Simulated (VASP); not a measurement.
# Ta in VASP: relaxation of the atoms with PBEsol

Aim: the relaxation of the atoms of Ta with PBEsol.

Program: VASP 6.6.1. These are calculated values, not measurements. Logs are shortened: lines on timing, memory, paths and dates and some standing lists are left out, and cuts for length are marked.

## (1) The cell of the first run

The cell holds a slab with vacuum, 3 atoms: a = 3.282 Å, b = 3.282 Å, c = 19.282 Å, α = 90.00°, β = 90.00°, γ = 90.00°.

## (2) Relaxation of the atoms, PBEsol

The input, INCAR:

```
PREC = Accurate
ENCUT = 520
EDIFF = 1E-6
ISMEAR = -1
SIGMA = 0.05
LREAL = F
LASPH = T
NELM = 80
ALGO = Normal
ISIF = 2
LWAVE = F
LCHARG = F
LDIPOL = T
IDIPOL = 3
DIPOL = 0.5 0.5 0.500
GGA = PS
IBRION = 2
NSW = 60
EDIFFG = -0.01
```

The input, KPOINTS:

```
Automatic mesh
0
Gamma
  12 12 1
```

The input, POSCAR:

```
Ta
1.0
    3.2820482176      0.0000000000      0.0000000000
    0.0000000000      3.2820482176      0.0000000000
    0.0000000000      0.0000000000     19.2820000000
Ta
3
Direct
    0.0000000000      0.0000000000      0.4148934701
    0.5000000000      0.5000000000      0.5000000000
    0.0000000000      0.0000000000      0.5851065299
```

Potentials or basis: VASP PAW PBE potentials, release 64 (Ta_pv).

Started as:

```
cat potpaw_PBE.64/Ta_pv/POTCAR > POTCAR
mpirun -np 1 vasp_std > vasp.out
```

OUTCAR:

```text
PREC = Accurate
   ENCUT = 520
   EDIFF = 1E-6
   ISMEAR = -1
   LREAL = F
   LASPH = T
   NELM = 80
   ISIF = 2
   GGA = PS
   IBRION = 2
   NSW = 60
   EDIFFG = -0.01

 ion  position               nearest neighbor table
   1  0.000  0.000  0.415-   2 2.84   2 2.84   2 2.84   2 2.84   3 3.28
   2  0.500  0.500  0.500-   1 2.84   3 2.84   1 2.84   3 2.84   1 2.84   3 2.84   1 2.84   3 2.84

   3  0.000  0.000  0.585-   2 2.84   2 2.84   2 2.84   2 2.84   1 3.28

  LATTYP: Found a simple tetragonal cell.
 ALAT       =     3.2820482176
 C/A-ratio  =     5.8749898605

  Lattice vectors:

 A1 = (   3.2820482176,   0.0000000000,   0.0000000000)
 A2 = (   0.0000000000,   3.2820482176,   0.0000000000)
 A3 = (   0.0000000000,   0.0000000000,  19.2820000000)

Analysis of symmetry for initial positions (statically):
=====================================================================
 Subroutine PRICEL returns:
 Original cell was already a primitive cell.

 Routine SETGRP: Setting up the symmetry group for a
 simple tetragonal supercell.

 Subroutine GETGRP returns: Found 16 space group operations
 (whereof 16 operations were pure point group operations)
 out of a pool of 16 trial point group operations.

The static configuration has the point symmetry D_4h.

Analysis of symmetry for dynamics (positions and initial velocities):
=====================================================================
 Subroutine PRICEL returns:
 Original cell was already a primitive cell.

 Routine SETGRP: Setting up the symmetry group for a
 simple tetragonal supercell.

 Subroutine GETGRP returns: Found 16 space group operations
 (whereof 16 operations were pure point group operations)
 out of a pool of 16 trial point group operations.

The dynamic configuration has the point symmetry D_4h.

 Subroutine INISYM returns: Found 16 space group operations
 (whereof 16 operations are pure point group operations),
 and found     1 'primitive' translations

----------------------------------------------------------------------------------------

                                     Primitive cell

  volume of cell :     207.7026

  direct lattice vectors                    reciprocal lattice vectors
     3.282048218  0.000000000  0.000000000     0.304687784  0.000000000  0.000000000
     0.000000000  3.282048218  0.000000000     0.000000000  0.304687784  0.000000000
     0.000000000  0.000000000 19.282000000     0.000000000  0.000000000  0.051861840

  length of vectors
     3.282048218  3.282048218 19.282000000     0.304687784  0.304687784  0.051861840

  position of ions in fractional coordinates (direct lattice)
     0.000000000  0.000000000  0.414893470
     0.500000000  0.500000000  0.500000000
     0.000000000  0.000000000  0.585106530

  ion indices of the primitive-cell ions
   primitive index   ion index
                 1           1
                 2           2
                 3           3

----------------------------------------------------------------------------------------

 KPOINTS: Automatic mesh

Automatic generation of k-mesh.
 Grid dimensions read from file:
 generate k-points for:   12   12    1

 Generating k-lattice:

  Cartesian coordinates                     Fractional coordinates (reciprocal lattice)
     0.025390649  0.000000000  0.000000000     0.083333333  0.000000000  0.000000000
     0.000000000  0.025390649  0.000000000     0.000000000  0.083333333  0.000000000
     0.000000000  0.000000000  0.051861840     0.000000000  0.000000000  1.000000000

  Length of vectors
     0.025390649  0.025390649  0.051861840

  Shift w.r.t. Gamma in fractional coordinates (k-lattice)
     0.000000000  0.000000000  0.000000000

 Subroutine IBZKPT returns following result:
 ===========================================

 Found     28 irreducible k-points:

 Following reciprocal coordinates:
            Coordinates               Weight
  0.000000  0.000000  0.000000      1.000000
  0.083333  0.000000  0.000000      4.000000
  0.166667  0.000000  0.000000      4.000000
  0.250000  0.000000  0.000000      4.000000
  0.333333  0.000000  0.000000      4.000000
  0.416667  0.000000  0.000000      4.000000
[... 16 lines left out ...]
  0.333333  0.333333  0.000000      4.000000
  0.416667  0.333333  0.000000      8.000000
 [... further k-points ...]
   k-points           NKPTS =     28   k-points in BZ     NKDIM =     28   number of bands    NBANDS=     20
   number of dos      NEDOS =    301   number of ions     NIONS =      3
   total plane-waves  NPLWV =  82944
   dimension x,y,z NGX =    24 NGY =   24 NGZ =  144
   dimension x,y,z NGXF=    48 NGYF=   48 NGZF=  288
   ions per type =               3
   NGX,Y,Z   is equivalent  to a cutoff of  12.16, 12.16, 12.42 a.u.
   NGXF,Y,Z  is equivalent  to a cutoff of  24.31, 24.31, 24.83 a.u.
 SYSTEM =  unknown system
   PREC   = accura    normal or accurate (medium, high low for compatibility)
   ISTART =      0    job   : 0-new  1-cont  2-samecut
   ICHARG =      2    charge: 1-file 2-atom 10-const
   ISPIN  =      1    spin polarized calculation?
   LNONCOLLINEAR =      F non collinear calculations
   LSORBIT =      F    spin-orbit coupling
   LASPH  =      T    aspherical Exc in radial PAW
   ENCUT  =  520.0 eV  38.22 Ry    6.18 a.u.   6.10  6.10 35.85*2*pi/ulx,y,z
   NELM   =     80;   NELMIN=  2; NELMDL= -5     # of ELM steps
   EDIFF  = 0.1E-05   stopping-criterion for ELM
   LREAL  =      F    real-space projection
   EDIFFG = -.1E-01   stopping-criterion for IOM
   NSW    =     60    number of steps for IOM
   IBRION =      2    ionic relax: 0-MD 1-quasi-New 2-CG
   NFREE  =      1    steps in history (QN), initial steepest desc. (CG)
   ISIF   =      2    stress and relaxation
   ISYM   =      2    0-nonsym 1-usesym 2-fastsym
   POTIM  = 0.5000    time-step for ionic-motion
   TEBEG  =    0.0;   TEEND  =   0.0 temperature during run
   PSTRESS=    0.0 pullay stress
   NELECT =      33.0000    total number of electrons
   NUPDOWN=      -1.0000    fix difference up-down
   EMIN   =  10.00;   EMAX   =-10.00  energy-range for DOS
   EFERMI =   0.00;   METHOD = LEGACY
   ISMEAR =    -1;   SIGMA  =   0.05  broadening in eV -4-tet -1-fermi 0-gaus
   EFERMI_NEDOS =   21; number of points for ismear=-14 and -15
   IALGO  =     38    algorithm
   IMIX   =      4    mixing-type and parameters
     AMIX     =   0.40;   BMIX     =  1.00
     AMIX_MAG =   1.60;   BMIX_MAG =  1.00
  volume/ion in A,a.u.               =      69.23       467.22
  Fermi-wavevector in a.u.,A,eV,Ry     =   0.886677  1.675577 10.696849  0.786196
  Thomas-Fermi vector in A             =   2.007875
   LORBIT       =      0    0 simple, 1 ext, 2 COOP (PROOUT), +10 PAW based schemes
   GGA     = PS    functional components
   LHFCALC =     F    Hartree Fock is set to
   AEXX    =    0.0000 exact exchange contribution
   IVDW    =     0    specifies the selected vdW correction
   LEPSILON=     F    determine dielectric tensor
   LRPA    =     F    only Hartree local field effects (RPA)
 conjugate gradient relaxation of ions
 non-spin polarized calculation
  energy-cutoff  :      520.00
  volume of cell :      207.70
 maximum number of plane-waves:      5664
   NGX = 13   NGY = 13   NGZ = 71

--------------------------------------- Ionic step        1  -------------------------------------------

 number of electron      33.0000014 magnetization

 Free energy of the ion-electron system (eV)
  ---------------------------------------------------
  ext. energy  EPLUGINS =         0.00000000
  ---------------------------------------------------
  free energy    TOTEN  =       -33.46928464 eV

  energy without entropy =      -33.43243542  energy(sigma->0) =      -33.45086003

------------------------ aborting loop because EDIFF is reached ----------------------------------------

  FORCE on cell =-STRESS in cart. coord.  units (eV):
  Direction    XX          YY          ZZ          XY          YZ          ZX
  --------------------------------------------------------------------------------------
  -------------------------------------------------------------------------------------
  Total       -7.1102272     -7.1102272     -6.5181132      0.0000000     -0.0000000      0.0000000
  in kB      -54.8468978    -54.8468978    -50.2794468      0.0000000     -0.0000000      0.0000000
  external PRESSURE =     -53.3244141 kB  Pullay stress =       0.0000000 kB
[... 96 lines left out ...]
  energy  without entropy=      -33.9629375696  energy(sigma->0) =      -33.97439478

--------------------------------------- Ionic step        4  -------------------------------------------

 number of electron      33.0000010 magnetization

 dipolmoment           0.000000      0.000000      0.000000 electrons x Angstroem

------------------------ aborting loop because EDIFF is reached ----------------------------------------

  FORCE on cell =-STRESS in cart. coord.  units (eV):
  Direction    XX          YY          ZZ          XY          YZ          ZX
  --------------------------------------------------------------------------------------
  -------------------------------------------------------------------------------------
  Total       -1.3537553     -1.3537553      0.1725451      0.0000000     -0.0000000      0.0000000
  in kB      -10.4426030    -10.4426030      1.3309793      0.0000000     -0.0000000      0.0000000
  external PRESSURE =      -6.5180756 kB  Pullay stress =       0.0000000 kB
[... 22 lines left out ...]
  energy  without entropy=      -33.9635918980  energy(sigma->0) =      -33.97550708

--------------------------------------- Ionic step        5  -------------------------------------------

 number of electron      33.0000011 magnetization

 dipolmoment           0.000000      0.000000     -0.000000 electrons x Angstroem

 Free energy of the ion-electron system (eV)
  ---------------------------------------------------
  ext. energy  EPLUGINS =         0.00000000
  ---------------------------------------------------
  free energy    TOTEN  =       -33.98767391 eV

  energy without entropy =      -33.96408892  energy(sigma->0) =      -33.97588141

 E-fermi :  -1.2182     XC(G=0):  -4.3745

 val. band max:       -1.2705091010   @ k =   0.4167   0.2500   0.0000
 cond. band min:      -1.1939106707   @ k =   0.0833   0.0833   0.0000
 fundamental gap:      0.0765984303
 Fermi energy:        -1.2182119015

 k-point     1 :       0.0000    0.0000    0.0000
  band No.  band energies     occupation
      1     -35.9604      2.00000
      2     -35.7196      2.00000
      3     -35.7196      2.00000
      4     -35.6576      2.00000
      5     -35.4559      2.00000
      6     -35.4559      2.00000
[... 12 lines left out ...]
     19      -0.4769      0.00000
[... 513 lines left out ...]
      4     -35.7316      2.00000
      5     -35.6045      2.00000
      6     -35.5165      2.00000
[... 12 lines left out ...]
     19      -0.0957      0.00000
     20       0.2599      0.00000

 [... further k-points ...]

------------------------ aborting loop because EDIFF is reached ----------------------------------------

 vacuum level on the upper side and lower side of the slab       (xc-potential included)        -0.129        -0.129

  FORCE on cell =-STRESS in cart. coord.  units (eV):
  Direction    XX          YY          ZZ          XY          YZ          ZX
  --------------------------------------------------------------------------------------
  -------------------------------------------------------------------------------------
  Total       -1.4831946     -1.4831946     -0.0086336      0.0000000      0.0000000     -0.0000000
  in kB      -11.4410724    -11.4410724     -0.0665982      0.0000000      0.0000000     -0.0000000
  external PRESSURE =      -7.6495810 kB  Pullay stress =       0.0000000 kB

 VOLUME and BASIS-vectors are now :
 -----------------------------------------------------------------------------
  energy-cutoff  :      520.00
  volume of cell :      207.70
      direct lattice vectors                 reciprocal lattice vectors
     3.282048218  0.000000000  0.000000000     0.304687784  0.000000000  0.000000000
     0.000000000  3.282048218  0.000000000     0.000000000  0.304687784  0.000000000
     0.000000000  0.000000000 19.282000000     0.000000000  0.000000000  0.051861840
[... 9 lines left out ...]
  FREE ENERGIE OF THE ION-ELECTRON SYSTEM (eV)
  ---------------------------------------------------
  free  energy   TOTEN  =       -33.9876739142 eV

  energy  without entropy=      -33.9640889153  energy(sigma->0) =      -33.97588141

 reached required accuracy - stopping structural energy minimisation

 vacuum level on the upper side and lower side of the slab         2.507         2.507
```

Wall time 4.1 min (1 thread of Intel Xeon Platinum 8488C (Sapphire Rapids), shared host); peak memory 0.34 GiB.

What came out:

| Quantity | Value |
| --- | --- |
| Free energy | -33.9877 eV |
| Energy gained by relaxing | 172.8 meV/atom |
| Ionic steps | 5 |
| Largest force after relaxing | 0.006 eV/Å |
| Band gap on the k mesh | zero (an odd number of electrons rules out a gap without spin polarisation) |

Forces in eV/Å, atoms in the order of the input:
```
Ta   0.000  0.000  0.006
Ta   0.000  0.000  0.000
Ta   0.000  0.000 -0.006
```

The path:
| step | energy change (eV) | largest force (eV/Å) | pressure (GPa) |
| --- | --- | --- | --- |
| 1 | 0.0000 | 1.9803 | -5.33 |
| 2 | -0.3293 | 1.3729 | -3.55 |
| 3 | -0.5166 | 0.1663 | -1.05 |
| 4 | -0.5181 | 0.0628 | -0.65 |
| 5 | -0.5184 | 0.0059 | -0.76 |

Final structure:
```
CELL_PARAMETERS angstrom
3.28205 0.00000 0.00000
0.00000 3.28205 0.00000
0.00000 0.00000 19.28200
ATOMIC_POSITIONS crystal
Ta 0.00000 0.00000 0.42603
Ta 0.50000 0.50000 0.50000
Ta 0.00000 0.00000 0.57397
```

Levels at points of the mesh, in eV from the Fermi level:
| k point | band 12 | band 13 | band 14 | band 15 | band 16 | band 17 | band 18 | band 19 | band 20 |
| --- | --- | --- | --- | --- | --- | --- | --- | --- | --- |
| (0.00, 0.00, 0.00) | -4.07 | -3.34 | -1.33 | -0.22 | 0.06 | 0.35 | 0.74 | 0.74 | 0.79 |
| (0.50, 0.00, 0.00) | -3.30 | -1.90 | -1.39 | -1.31 | -1.20 | -0.28 | 1.01 | 1.77 | 2.46 |
| (0.50, 0.50, 0.00) | -1.40 | -1.40 | -1.39 | -1.39 | -1.37 | 1.49 | 1.49 | 2.25 | 3.00 |

Caveat: the PAW data sets were made with another functional, which shifts forces and pressure a little; spin-orbit coupling is left out, which moves the levels of the heavy elements.

The gap in the log of VASP goes by the Fermi energy; the results here count the filled bands.